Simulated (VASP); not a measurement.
# Sc (I4/mmm) in VASP: single point with PBEsol

Aim: the single point of Sc with PBEsol.

Everything below comes from runs of VASP 6.6.1. Logs are shortened: lines on timing, memory, paths and dates and some standing lists are left out, and cuts for length are marked.

## (1) The cell of the first run

Symmetry: I4/mmm, No. 139, tetragonal system. The conventional cell has a = 3.322 Å, b = 3.322 Å, c = 4.888 Å, α = 90.00°, β = 90.00°, γ = 90.00°. Sc (site symmetry 4/mmm) has 12 Sc at 3.32 to 3.39 Å within 4.4 Å.

## (2) Single point, PBEsol

The input, INCAR:

```
PREC     = Accurate       # precision mode
ENCUT    = 520            # plane-wave cutoff, eV
EDIFF    = 1E-7           # SCF threshold, eV
ISMEAR   = 0              # smearing method
SIGMA    = 0.05           # smearing width, eV
LREAL    = F              # projectors in reciprocal space
LASPH    = T              # aspherical terms in the spheres
NELM     = 60             # most SCF steps
ALGO     = Normal         # electronic algorithm
ISIF     = 2              # what is computed and relaxed
LWAVE    = F              # write WAVECAR
LCHARG   = T              # write CHGCAR
GGA      = PS             # functional
LELF     = T              # ELF
LVHAR    = T            
NBANDS   = 12             # bands
```

The input, KPOINTS:

```
regular mesh
0
Gamma
  10 10 10
```

The input, POSCAR:

```
Sc
1.0
   -1.6607759800      1.6607759800      2.4438237600
    1.6607759800     -1.6607759800      2.4438237600
    1.6607759800      1.6607759800     -2.4438237600
Sc
1
Direct
    0.0000000000      0.0000000000      0.0000000000
```

Potentials or basis: VASP PAW PBE potentials, release 64 (Sc_sv).

Run with:

```bash
$ cat potpaw_PBE.64/Sc_sv/POTCAR > POTCAR
$ mpirun -np 1 vasp_std > vasp.out
```

OUTCAR:

```text
PREC = Accurate
   ENCUT = 520
   EDIFF = 1E-7
   ISMEAR = 0
   LREAL = F
   LASPH = T
   NELM = 60
   ISIF = 2
   GGA = PS

 ion  position               nearest neighbor table
   1  0.000  0.000  0.000-

  LATTYP: Found a body centered tetragonal cell.
 ALAT       =     3.3215519600
 C/A-ratio  =     1.4714951260

  Lattice vectors:

 A1 = (  -1.6607759800,   1.6607759800,   2.4438237600)
 A2 = (   1.6607759800,  -1.6607759800,   2.4438237600)
 A3 = (   1.6607759800,   1.6607759800,  -2.4438237600)

Analysis of symmetry for initial positions (statically):
=====================================================================
 Subroutine PRICEL returns:
 Original cell was already a primitive cell.

 Routine SETGRP: Setting up the symmetry group for a
 body centered tetragonal supercell.

 Subroutine GETGRP returns: Found 16 space group operations
 (whereof 16 operations were pure point group operations)
 out of a pool of 16 trial point group operations.

The static configuration has the point symmetry D_4h.

Analysis of symmetry for dynamics (positions and initial velocities):
=====================================================================
 Subroutine PRICEL returns:
 Original cell was already a primitive cell.

 Routine SETGRP: Setting up the symmetry group for a
 body centered tetragonal supercell.

 Subroutine GETGRP returns: Found 16 space group operations
 (whereof 16 operations were pure point group operations)
 out of a pool of 16 trial point group operations.

The dynamic configuration has the point symmetry D_4h.

 Subroutine INISYM returns: Found 16 space group operations
 (whereof 16 operations are pure point group operations),
 and found     1 'primitive' translations

----------------------------------------------------------------------------------------

                                     Primitive cell

  volume of cell :      26.9620

  direct lattice vectors                    reciprocal lattice vectors
    -1.660775980  1.660775980  2.443823760     0.000000000  0.301064085  0.204597405
     1.660775980 -1.660775980  2.443823760     0.301064085  0.000000000  0.204597405
     1.660775980  1.660775980 -2.443823760     0.301064085  0.301064085  0.000000000

  length of vectors
     3.389487908  3.389487908  3.389487908     0.364005057  0.364005057  0.425768911

  position of ions in fractional coordinates (direct lattice)
     0.000000000  0.000000000  0.000000000

  ion indices of the primitive-cell ions
[... 81 lines left out ...]
   ISYM   =      2    0-nonsym 1-usesym 2-fastsym
   POTIM  = 0.5000    time-step for ionic-motion
   TEBEG  =    0.0;   TEEND  =   0.0 temperature during run
   PSTRESS=    0.0 pullay stress
   NELECT =      11.0000    total number of electrons
   NUPDOWN=      -1.0000    fix difference up-down
   EMIN   =  10.00;   EMAX   =-10.00  energy-range for DOS
   EFERMI =   0.00;   METHOD = LEGACY
   ISMEAR =     0;   SIGMA  =   0.05  broadening in eV -4-tet -1-fermi 0-gaus
   EFERMI_NEDOS =   21; number of points for ismear=-14 and -15
   IALGO  =     38    algorithm
   IMIX   =      4    mixing-type and parameters
     AMIX     =   0.40;   BMIX     =  1.00
     AMIX_MAG =   1.60;   BMIX_MAG =  1.00
  volume/ion in A,a.u.               =      26.96       181.95
  Fermi-wavevector in a.u.,A,eV,Ry     =   1.214195  2.294496 20.058650  1.474269
  Thomas-Fermi vector in A             =   2.349623
   LORBIT       =      0    0 simple, 1 ext, 2 COOP (PROOUT), +10 PAW based schemes
   GGA     = PS    functional components
   LHFCALC =     F    Hartree Fock is set to
   AEXX    =    0.0000 exact exchange contribution
   IVDW    =     0    specifies the selected vdW correction
   LEPSILON=     F    determine dielectric tensor
   LRPA    =     F    only Hartree local field effects (RPA)
 non-spin polarized calculation
 Gauss-broadening in eV      SIGMA  =   0.05
  energy-cutoff  :      520.00
  volume of cell :       26.96
 maximum number of plane-waves:       744
 NGX is ok and might be reduce to    28
   NGX = 13   NGY = 13   NGZ = 13

 number of electron      11.0000001 magnetization

 Free energy of the ion-electron system (eV)
  ---------------------------------------------------
  ext. energy  EPLUGINS =         0.00000000
  ---------------------------------------------------
  free energy    TOTEN  =        -6.48974571 eV

  energy without entropy =       -6.48657697  energy(sigma->0) =       -6.48816134

 E-fermi :   3.1227     XC(G=0):  -9.6294

 val. band max:        3.1188733437   @ k =   0.5000   0.5000   0.3000
 cond. band min:       3.1337914586   @ k =  -0.1000   0.5000   0.1000
 fundamental gap:      0.0149181149
 Fermi energy:         3.1226627119

 k-point     1 :       0.0000    0.0000    0.0000
  band No.  band energies     occupation
      1     -46.3470      2.00000
      2     -24.8923      2.00000
      3     -24.8923      2.00000
      4     -24.8877      2.00000
      5      -1.8874      2.00000
      6       4.4187      0.00000
      7       4.6591      0.00000
      8       4.6591      0.00000
      9       5.6527      0.00000
     10       5.9217      0.00000
     11      15.1963      0.00000
     12      17.8402      0.00000
[... 331 lines left out ...]
 k-point    24 :       0.4000    0.3000    0.0000
  band No.  band energies     occupation
      1     -46.2948      2.00000
      2     -25.1205      2.00000
      3     -25.0538      2.00000
      4     -24.9682      2.00000
      5       2.5984      2.00000
      6       2.6446      2.00000
      7       3.8251      0.00000
      8       5.4823      0.00000
      9       6.4237      0.00000
     10       8.1472      0.00000
     11       8.9482      0.00000
     12      11.4864      0.00000

 [... further k-points ...]

------------------------ aborting loop because EDIFF is reached ----------------------------------------

  FORCE on cell =-STRESS in cart. coord.  units (eV):
  Direction    XX          YY          ZZ          XY          YZ          ZX
  --------------------------------------------------------------------------------------
  -------------------------------------------------------------------------------------
  Total       -0.9350237     -0.9350237     -1.0947659      0.0000000     -0.0000000      0.0000000
  in kB      -55.5624296    -55.5624296    -65.0548759      0.0000000     -0.0000000      0.0000000
  external PRESSURE =     -58.7265784 kB  Pullay stress =       0.0000000 kB

 VOLUME and BASIS-vectors are now :
 -----------------------------------------------------------------------------
  energy-cutoff  :      520.00
  volume of cell :       26.96
      direct lattice vectors                 reciprocal lattice vectors
    -1.660775980  1.660775980  2.443823760     0.000000000  0.301064085  0.204597405
     1.660775980 -1.660775980  2.443823760     0.301064085  0.000000000  0.204597405
     1.660775980  1.660775980 -2.443823760     0.301064085  0.301064085  0.000000000

 POSITION                                       TOTAL-FORCE (eV/Angst)
 -----------------------------------------------------------------------------------
      0.00000      0.00000      0.00000         0.000000      0.000000      0.000000
 -----------------------------------------------------------------------------------
    total drift:                                0.000000     -0.000000     -0.000000

  FREE ENERGIE OF THE ION-ELECTRON SYSTEM (eV)
  ---------------------------------------------------
  free  energy   TOTEN  =        -6.4897457061 eV

  energy  without entropy=       -6.4865769651  energy(sigma->0) =       -6.48816134
```

OSZICAR:

```text
N       E                     dE             d eps       ncg     rms          rms(c)
DAV:   1     0.742029400499E+02    0.74203E+02   -0.49826E+03  2448   0.870E+02
DAV:   2    -0.585731230096E+01   -0.80060E+02   -0.78548E+02  2452   0.284E+02
DAV:   3    -0.733184425708E+01   -0.14745E+01   -0.14405E+01  3316   0.499E+01
DAV:   4    -0.735901069516E+01   -0.27166E-01   -0.27128E-01  3004   0.550E+00
DAV:   5    -0.735950490663E+01   -0.49421E-03   -0.49411E-03  3252   0.717E-01    0.521E+00
DAV:   6    -0.659055005340E+01    0.76895E+00   -0.11574E+00  3720   0.149E+01    0.149E+00
DAV:   7    -0.649635731342E+01    0.94193E-01   -0.22314E-01  3872   0.619E+00    0.669E-01
DAV:   8    -0.649201430678E+01    0.43430E-02   -0.30234E-02  3408   0.254E+00    0.262E-01
DAV:   9    -0.648979037387E+01    0.22239E-02   -0.69362E-03  3656   0.112E+00    0.441E-02
DAV:  10    -0.648974708512E+01    0.43289E-04   -0.20307E-04  3832   0.180E-01    0.775E-03
DAV:  11    -0.648974562584E+01    0.14593E-05   -0.31896E-06  3804   0.256E-02    0.223E-03
DAV:  12    -0.648974570612E+01   -0.80283E-07   -0.33444E-07  3796   0.765E-03
   1 F= -.64897457E+01 E0= -.64881613E+01  d E =-.316874E-02
```

stdout:

```text
POSCAR found type information on POSCAR Sc
 POSCAR found :  1 types and       1 ions
 scaLAPACK will be used
 -----------------------------------------------------------------------------
|                                                                             |
|                                                                             |
|     You enforced a specific xc type in the INCAR file but a different       |
|     I HOPE YOU KNOW WHAT YOU ARE DOING!                                     |
|                                                                             |
 -----------------------------------------------------------------------------

 LDA part: xc-table for (Slater+PW92), standard interpolation
 POSCAR, INCAR and KPOINTS ok, starting setup
 FFT: planning ... GRIDC
 FFT: planning ... GRID_SOFT
 FFT: planning ... GRID
 WAVECAR not read
 entering main loop
```

It took 32 s on 1 thread of Intel Xeon Platinum 8259CL at 2.50GHz (Skylake/Cascade Lake), shared host; peak memory 0.17 GiB.

What came out:

| Quantity | Value |
| --- | --- |
| Free energy | -6.4897 eV |
| Pressure | -5.9 GPa |

Caveat: the PAW data sets were made with another functional, which shifts forces and pressure a little.
